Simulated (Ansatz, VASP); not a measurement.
# One calculation of LiH, two programs

```
Li H
1.0
     0.00000    1.96423    1.96423
     1.96423    0.00000    1.96423
     1.96423    1.96423    0.00000
Li H
1 1
Cartesian
  0.0000 0.0000 0.0000
  1.9642 1.9642 1.9642
```

Alike in both runs: task single point; functional LDA; k mesh 10 × 10 × 10; no spin polarisation.

|  | VASP | Ansatz |
| --- | --- | --- |
| version | VASP 6.6.1 | Ansatz 0.2.0 |
| potentials or method | VASP PAW LDA potentials, release 64 (Li_sv, H), cutoff 520 eV | all-electron LAPW, scalar-relativistic |
| occupations | gaussian, width 0.01 eV | fixed |

Ansatz gave:

```
gap on the k mesh at the Fermi level (eV) : 2.56
```

Task: What did VASP give for the same quantities?

Result: gap on the k mesh at the Fermi level (eV): 2.55.

LDA's correlation is that of Perdew and Zunger in VASP and of Perdew and Wang (1992) in Ansatz. Ansatz ran all-electron here, and VASP with PAW potentials.

Noted on VASP's run: the cutoff is short for stress, so the pressure is rough.
